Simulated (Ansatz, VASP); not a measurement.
# One calculation of YRe3, two programs

```
Y Re
1.0
     4.11379    0.00000    0.00000
     0.00000    4.11379    0.00000
     0.00000    0.00000    4.11379
Y Re
1 3
Direct
  0.00000 0.00000 0.00000
  0.00000 0.50000 0.50000
  0.50000 0.00000 0.50000
  0.50000 0.50000 0.00000
```

Alike in both runs: functional PBE; k mesh 12 × 12 × 12; occupations gaussian, width 0.1 eV; no spin polarisation.

Ansatz relaxed the structure, and its values are those at the end. VASP's run is a single point on that final structure, the one shown.

```csv
,VASP,Ansatz
version,VASP 6.6.1,Ansatz 0.2.0
potentials or method,"VASP PAW PBE potentials, release 64 (Y_sv, Re), cutoff 520 eV","scalar-relativistic, plane waves, PAW"
valence electrons in the cell,32,56
```

|  | VASP | Ansatz | Ansatz less VASP |
| --- | --- | --- | --- |
| gap on the k mesh at the Fermi level (eV) | none | none | - |
| pressure (GPa) | -0.4 | 0.0 | +0.42 |

A gap of «none» marks a metal or a gap that the smearing closes. VASP's potentials hold 32 valence electrons a cell and Ansatz's 56, so a difference there can come from the potentials and not from the codes.

Neither program's run includes spin-orbit coupling.
